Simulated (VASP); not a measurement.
# Li2Nb (P6/mmm) in VASP: notebook, part 2 of 3

VASP 6.6.1. The steps go on from the part before.

**4. Single point, PBE**

This run uses another cell than the first one, of 12.48 Å³/atom, 0.672 times its volume.

File INCAR:

```
PREC     = Accurate       # precision mode
ENCUT    = 520            # plane-wave cutoff, eV
EDIFF    = 1E-6           # SCF threshold, eV
ISMEAR   = 0              # smearing method
SIGMA    = 0.1            # smearing width, eV
LREAL    = False          # projectors in reciprocal space
LASPH    = True           # aspherical terms in the spheres
NELM     = 100            # most SCF steps
ALGO     = Normal         # electronic algorithm
ISIF     = 2              # what is computed and relaxed
LWAVE    = False          # write WAVECAR
LCHARG   = True           # write CHGCAR
GGA      = PE             # functional
LELF     = True           # ELF
LVHAR    = True         
NBANDS   = 16             # bands
```

File KPOINTS:

```
regular mesh
0
Gamma
  9 9 4
```

File POSCAR:

```
Li2Nb
1.0
    2.7809289600      0.0000000000      0.0000000000
   -1.3904644800      2.4083551200      0.0000000000
    0.0000000000      0.0000000000      5.5885382400
Li Nb
2 1
Direct
    0.0000000000      0.0000000000      0.1605760300
    0.0000000000      0.0000000000      0.8394239700
    0.0000000000      0.0000000000      0.5000000000
```

Potentials or basis: VASP PAW PBE potentials, release 64 (Li_sv, Nb_sv).

Launch:

```bash
$ cat potpaw_PBE.64/Li_sv/POTCAR potpaw_PBE.64/Nb_sv/POTCAR > POTCAR
$ mpirun -np 1 vasp_std > vasp.out
```

OUTCAR:

```text
PREC = Accurate
   ENCUT = 520
   EDIFF = 1E-6
   ISMEAR = 0
   LREAL = False
   LASPH = True
   NELM = 100
   ISIF = 2
   GGA = PE

 ion  position               nearest neighbor table
   1  0.000  0.000  0.161-   2 1.79   3 1.90
   2  0.000  0.000  0.839-   1 1.79   3 1.90
   3  0.000  0.000  0.500-   1 1.90   2 1.90

  LATTYP: Found a hexagonal cell.
 ALAT       =     2.7809289600
 C/A-ratio  =     2.0095940315

  Lattice vectors:

 A1 = (   2.7809289600,   0.0000000000,   0.0000000000)
 A2 = (  -1.3904644800,   2.4083551200,   0.0000000000)
 A3 = (   0.0000000000,   0.0000000000,   5.5885382400)

Analysis of symmetry for initial positions (statically):
=====================================================================
 Subroutine PRICEL returns:
 Original cell was already a primitive cell.

 Routine SETGRP: Setting up the symmetry group for a
 hexagonal supercell.

 Subroutine GETGRP returns: Found 24 space group operations
 (whereof 24 operations were pure point group operations)
 out of a pool of 24 trial point group operations.

The static configuration has the point symmetry D_6h.

Analysis of symmetry for dynamics (positions and initial velocities):
=====================================================================
 Subroutine PRICEL returns:
 Original cell was already a primitive cell.

 Routine SETGRP: Setting up the symmetry group for a
 hexagonal supercell.

 Subroutine GETGRP returns: Found 24 space group operations
 (whereof 24 operations were pure point group operations)
 out of a pool of 24 trial point group operations.

The dynamic configuration has the point symmetry D_6h.

 Subroutine INISYM returns: Found 24 space group operations
 (whereof 24 operations are pure point group operations),
 and found     1 'primitive' translations

----------------------------------------------------------------------------------------

                                     Primitive cell

  volume of cell :      37.4290

  direct lattice vectors                    reciprocal lattice vectors
     2.780928960  0.000000000  0.000000000     0.359592070  0.207610579  0.000000000
    -1.390464480  2.408355120  0.000000000     0.000000000  0.415221157  0.000000000
     0.000000000  0.000000000  5.588538240     0.000000000  0.000000000  0.178937668

  length of vectors
     2.780928960  2.780928955  5.588538240     0.415221157  0.415221157  0.178937668

  position of ions in fractional coordinates (direct lattice)
     0.000000000  0.000000000  0.160576030
     0.000000000  0.000000000  0.839423970
     0.000000000  0.000000000  0.500000000

  ion indices of the primitive-cell ions
   primitive index   ion index
                 1           1
                 2           2
                 3           3

----------------------------------------------------------------------------------------

 KPOINTS: regular mesh

Automatic generation of k-mesh.
 Grid dimensions read from file:
 generate k-points for:    9    9    4

 Generating k-lattice:

  Cartesian coordinates                     Fractional coordinates (reciprocal lattice)
     0.039954674  0.023067842  0.000000000     0.111111111  0.000000000  0.000000000
     0.000000000  0.046135684  0.000000000     0.000000000  0.111111111  0.000000000
     0.000000000  0.000000000  0.044734417     0.000000000  0.000000000  0.250000000

  Length of vectors
     0.046135684  0.046135684  0.044734417

  Shift w.r.t. Gamma in fractional coordinates (k-lattice)
     0.000000000  0.000000000  0.000000000

 Subroutine IBZKPT returns following result:
 ===========================================

 Found     36 irreducible k-points:

 Following reciprocal coordinates:
            Coordinates               Weight
  0.000000  0.000000  0.000000      1.000000
  0.111111 -0.000000  0.000000      6.000000
  0.222222  0.000000  0.000000      6.000000
  0.333333  0.000000  0.000000      6.000000
  0.444444  0.000000  0.000000      6.000000
  0.111111  0.111111  0.000000      6.000000
[... 16 lines left out ...]
  0.333333  0.222222  0.250000     24.000000
  0.333333  0.333333  0.250000      4.000000
 [... further k-points ...]
   k-points           NKPTS =     36   k-points in BZ     NKDIM =     36   number of bands    NBANDS=     16
   number of dos      NEDOS =    301   number of ions     NIONS =      3
   total plane-waves  NPLWV =  24192
   dimension x,y,z NGX =    24 NGY =   24 NGZ =   42
   dimension x,y,z NGXF=    48 NGYF=   48 NGZF=   84
   ions per type =               2   1
   NGX,Y,Z   is equivalent  to a cutoff of  14.35, 14.35, 12.49 a.u.
   NGXF,Y,Z  is equivalent  to a cutoff of  28.69, 28.69, 24.99 a.u.
 SYSTEM =  unknown system
   PREC   = accura    normal or accurate (medium, high low for compatibility)
   ISTART =      0    job   : 0-new  1-cont  2-samecut
   ICHARG =      2    charge: 1-file 2-atom 10-const
   ISPIN  =      1    spin polarized calculation?
   LNONCOLLINEAR =      F non collinear calculations
   LSORBIT =      F    spin-orbit coupling
   LASPH  =      T    aspherical Exc in radial PAW
   ENCUT  =  520.0 eV  38.22 Ry    6.18 a.u.   5.17  5.17 10.39*2*pi/ulx,y,z
   NELM   =    100;   NELMIN=  2; NELMDL= -5     # of ELM steps
   EDIFF  = 0.1E-05   stopping-criterion for ELM
   LREAL  =      F    real-space projection
   EDIFFG = 0.1E-04   stopping-criterion for IOM
   NSW    =      0    number of steps for IOM
   IBRION =     -1    ionic relax: 0-MD 1-quasi-New 2-CG
   NFREE  =      0    steps in history (QN), initial steepest desc. (CG)
   ISIF   =      2    stress and relaxation
   ISYM   =      2    0-nonsym 1-usesym 2-fastsym
   POTIM  = 0.5000    time-step for ionic-motion
   TEBEG  =    0.0;   TEEND  =   0.0 temperature during run
   PSTRESS=    0.0 pullay stress
   NELECT =      19.0000    total number of electrons
   NUPDOWN=      -1.0000    fix difference up-down
   EMIN   =  10.00;   EMAX   =-10.00  energy-range for DOS
   EFERMI =   0.00;   METHOD = LEGACY
   ISMEAR =     0;   SIGMA  =   0.10  broadening in eV -4-tet -1-fermi 0-gaus
   EFERMI_NEDOS =   21; number of points for ismear=-14 and -15
   IALGO  =     38    algorithm
   IMIX   =      4    mixing-type and parameters
     AMIX     =   0.40;   BMIX     =  1.00
     AMIX_MAG =   1.60;   BMIX_MAG =  1.00
  volume/ion in A,a.u.               =      12.48        84.19
  Fermi-wavevector in a.u.,A,eV,Ry     =   1.305940  2.467868 23.204446  1.705479
  Thomas-Fermi vector in A             =   2.436775
   LORBIT       =      0    0 simple, 1 ext, 2 COOP (PROOUT), +10 PAW based schemes
   GGA     = PE    functional components
   LHFCALC =     F    Hartree Fock is set to
   AEXX    =    0.0000 exact exchange contribution
   IVDW    =     0    specifies the selected vdW correction
   LEPSILON=     F    determine dielectric tensor
   LRPA    =     F    only Hartree local field effects (RPA)
 non-spin polarized calculation
 Gauss-broadening in eV      SIGMA  =   0.10
  energy-cutoff  :      520.00
  volume of cell :       37.43
 maximum number of plane-waves:      1017
 NGX is ok and might be reduce to    24
   NGX = 11   NGY = 11   NGZ = 21

 number of electron      19.0000018 magnetization

 Free energy of the ion-electron system (eV)
  ---------------------------------------------------
  ext. energy  EPLUGINS =         0.00000000
  ---------------------------------------------------
  free energy    TOTEN  =        -8.67933215 eV

  energy without entropy =       -8.67011355  energy(sigma->0) =       -8.67472285

 E-fermi :   7.5761     XC(G=0): -10.5997

 val. band max:        7.5086690086   @ k =   0.2222   0.2222   0.0000
 cond. band min:       7.5881285729   @ k =   0.2222   0.2222   0.2500
 fundamental gap:      0.0794595644
 Fermi energy:         7.5760565273

 k-point     1 :       0.0000    0.0000    0.0000
  band No.  band energies     occupation
      1     -47.3701      2.00000
      2     -40.1808      2.00000
      3     -39.9135      2.00000
      4     -23.9280      2.00000
      5     -22.3234      2.00000
      6     -22.3234      2.00000
[... 8 lines left out ...]
     15      20.5233      0.00000
     16      20.5234      0.00000
[... 419 lines left out ...]
 k-point    24 :       0.3333    0.3333    0.2500
  band No.  band energies     occupation
      1     -47.0512      2.00000
      2     -40.1810      2.00000
      3     -39.8308      2.00000
      4     -23.6322      2.00000
      5     -23.5006      2.00000
      6     -23.5006      2.00000
[... 8 lines left out ...]
     15      14.9795      0.00000
     16      14.9795      0.00000

 [... further k-points ...]

------------------------ aborting loop because EDIFF is reached ----------------------------------------

  FORCE on cell =-STRESS in cart. coord.  units (eV):
  Direction    XX          YY          ZZ          XY          YZ          ZX
  --------------------------------------------------------------------------------------
  -------------------------------------------------------------------------------------
  Total       -0.1943902     -0.1943902     24.0195117      0.0000000     -0.0000000      0.0000000
  in kB       -8.3210150     -8.3210149   1028.1727967      0.0000000     -0.0000000      0.0000000
  external PRESSURE =     337.1769223 kB  Pullay stress =       0.0000000 kB

 VOLUME and BASIS-vectors are now :
 -----------------------------------------------------------------------------
  energy-cutoff  :      520.00
  volume of cell :       37.43
      direct lattice vectors                 reciprocal lattice vectors
     2.780928960  0.000000000  0.000000000     0.359592070  0.207610579  0.000000000
    -1.390464480  2.408355120  0.000000000     0.000000000  0.415221157  0.000000000
     0.000000000  0.000000000  5.588538240     0.000000000  0.000000000  0.178937668

 POSITION                                       TOTAL-FORCE (eV/Angst)
 -----------------------------------------------------------------------------------
      0.00000      0.00000      0.89739         0.000000      0.000000     -3.591099
      0.00000      0.00000      4.69115        -0.000000     -0.000000      3.591099
      0.00000      0.00000      2.79427         0.000000      0.000000      0.000000
 -----------------------------------------------------------------------------------
    total drift:                                0.000000      0.000000      0.000000

  FREE ENERGIE OF THE ION-ELECTRON SYSTEM (eV)
  ---------------------------------------------------
  free  energy   TOTEN  =        -8.6793321451 eV

  energy  without entropy=       -8.6701135474  energy(sigma->0) =       -8.67472285
```

It took 11 s on 1 thread of Intel Xeon 6975P-C (Granite Rapids), shared host; peak memory 0.17 GiB.

Results:

| Quantity | Value |
| --- | --- |
| Free energy | -8.6793 eV |
| Largest force | 3.591 eV/Å |

Forces in eV/Å, atoms in the order of the input:
```
Li   0.000  0.000 -3.591
Li   0.000  0.000  3.591
Nb   0.000  0.000  0.000
```

Levels at points of the mesh, in eV from the Fermi level:
```csv
k point,band 5,band 6,band 7,band 8,band 9,band 10,band 11,band 12,band 13,band 14
"(0.00, 0.00, 0.00)",-29.90,-29.90,-5.42,-2.64,-0.70,-0.12,0.50,0.50,2.85,2.85
"(0.00, 0.00, 0.50)",-29.90,-29.90,-4.96,-3.50,-1.88,0.50,0.50,2.78,2.81,2.81
```

Caveat: the cutoff is under 1.25 times the usual one of these potentials, so pressure, stress and relaxed cells hold a basis-set (Pulay) error; forces of over 1 eV/Å act on the atoms, so gaps and moduli don't describe the material at rest.

**5. Single point, PBE**

This run uses another cell than the first one, of 18.77 Å³/atom, 1.011 times its volume.

File INCAR:

```
SYSTEM = Li2Nb
PREC = Accurate
ENCUT = 520
EDIFF = 1E-6
ISMEAR = 0
SIGMA = 0.1
LREAL = .False.
LASPH = .True.
NELM = 100
ALGO = Normal
ISIF = 2
LWAVE = .False.
LCHARG = .True.
GGA = PE
LELF = .True.
LVHAR = .True.
NBANDS = 16
```

File KPOINTS:

```
regular mesh
0
Gamma
  9 9 4
  0 0 0
```

File POSCAR:

```
Li2Nb
1.0
    2.7768284118      0.0000000000      0.0000000000
   -1.3884142059      2.4048039465      0.0000000000
    0.0000000000      0.0000000000      8.4317657928
Li Nb
2 1
Direct
    0.0000000000      0.0000000000      0.1645628738
    0.0000000000      0.0000000000      0.8354371262
    0.0000000000      0.0000000000      0.5000000000
```

Launch:

```bash
$ cat potpaw_PBE.64/Li_sv/POTCAR potpaw_PBE.64/Nb_sv/POTCAR > POTCAR
$ mpirun -np 1 vasp_std > vasp.out
```

It took 16 s on 1 thread of Intel Xeon 6975P-C (Granite Rapids), shared host; peak memory 0.19 GiB.

It converged, with:

- Free energy: -12.8850 eV
- Largest force: 0.007 eV/Å

Forces on the atoms (eV/Å):
```
Li   0.000  0.000 -0.007
Li   0.000  0.000  0.007
Nb   0.000  0.000  0.000
```

Levels at points of the mesh, in eV from the Fermi level:
| k point | band 6 | band 7 | band 8 | band 9 | band 10 | band 11 | band 12 | band 13 | band 14 | band 15 |
| --- | --- | --- | --- | --- | --- | --- | --- | --- | --- | --- |
| (0.00, 0.00, 0.00) | -29.96 | -4.93 | -3.09 | -2.05 | -1.83 | 0.54 | 0.54 | 3.77 | 3.77 | 4.20 |
| (0.00, 0.00, 0.50) | -29.96 | -4.88 | -3.22 | -2.56 | -0.90 | 0.54 | 0.54 | 2.88 | 3.77 | 3.77 |

Caveat: the cutoff is under 1.25 times the usual one of these potentials, so pressure, stress and relaxed cells hold a basis-set (Pulay) error.

[end of part 2 of 3]
